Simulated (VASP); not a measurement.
Crystal: Al2Si.

```
Al Si
1.0
    -2.09764    3.35534    3.55595
     2.09764   -3.35534    3.55595
     2.09764    3.35534   -3.55595
Al Si
4 2
Cartesian
  0.0000 0.3490 1.1521
  0.0000 3.0064 1.1521
  2.0976 3.0064 2.4038
  2.0976 0.3490 2.4038
  0.0000 1.6777 3.8831
  2.0976 1.6777 -0.3271
```

```yaml
Program: VASP 6.6.1
Task: relaxation of cell and atoms
Functional: PBE
Potentials_or_basis: VASP PAW PBE potentials, release 64 (Al, Si)
Cutoff: 600 eV
k_mesh: 6 × 6 × 6
Occupations: gaussian, width 0.1 eV
Spin: no spin polarisation
```

At the start: pressure 7.2 GPa; volume 16.69 Å³/atom.

How do energy, volume and symmetry change on relaxing?

Over 81 steps the energy falls by 336.1 meV/atom and the volume is 17.11 Å³/atom (+2.6 %); space group Imma (No. 74, to 0.1 Å) before, Cmmm (No. 65, to 0.1 Å).

Step by step:
```
step  energy change (eV)  largest force (eV/Å)  pressure (GPa)  volume (Å³)
   1              0.0000                0.3331            7.23       100.11
   4             -0.4711                0.4723           -1.61       109.79
   7             -1.1881                0.6999            2.84        98.66
  10             -1.3563                0.1180            1.70       100.15
  13             -1.4163                0.1762           -1.11       104.14
  16             -1.4668                0.0519            0.40       101.90
  19             -1.6196                0.3954           -1.17       104.72
  22             -1.6366                0.4831           -1.33       105.34
  25             -1.6515                0.4563           -1.13       105.01
  28             -1.6927                0.1778            1.64       100.70
  31             -1.7131                0.0836           -0.16       102.85
  34             -1.7150                0.0664            0.13       102.37
  37             -1.7195                0.0734           -0.29       102.86
  40             -1.7252                0.0667            0.28       101.90
  43             -1.6710                0.2181            7.58        93.88
  46             -1.7587                0.2424            4.01        96.99
  49             -1.7592                0.2226            4.31        96.68
  52             -1.7597                0.2033            4.78        96.21
  55             -1.7636                0.2025            4.49        96.49
  58             -1.7939                0.1723            3.62        97.41
  61             -1.8494                0.1253           -2.02       104.88
  64             -1.8751                0.0782           -0.27       102.40
  67             -1.9216                0.5355            2.39       100.62
  70             -1.9631                0.3693            1.41       101.27
  73             -1.9765                0.3737            0.85       102.06
  76             -1.9983                0.2083           -0.93       104.16
  79             -2.0128                0.0805            0.08       102.67
  81             -2.0165                0.0324            0.01       102.69
```

Final structure:
```cif
data_structure
_symmetry_space_group_name_H-M 'P 1'
_symmetry_Int_Tables_number 1
_cell_length_a 6.2117
_cell_length_b 6.2117
_cell_length_c 6.2117
_cell_angle_alpha 147.194
_cell_angle_beta 126.924
_cell_angle_gamma 63.815
_cell_volume 102.69
loop_
_atom_site_label
_atom_site_type_symbol
_atom_site_fract_x
_atom_site_fract_y
_atom_site_fract_z
_atom_site_occupancy
Al1 Al 0.14439 0.14523 0.99916 1
Al2 Al 0.64607 0.14523 0.50084 1
Al3 Al 0.85561 0.85477 0.00084 1
Al4 Al 0.35393 0.85477 0.49916 1
Si1 Si 0.74894 0.49894 0.25000 1
Si2 Si 0.25106 0.50106 0.75000 1
```

Caveat: a cell axis changed by over 15 % at a fixed basis, so the end point is rough.
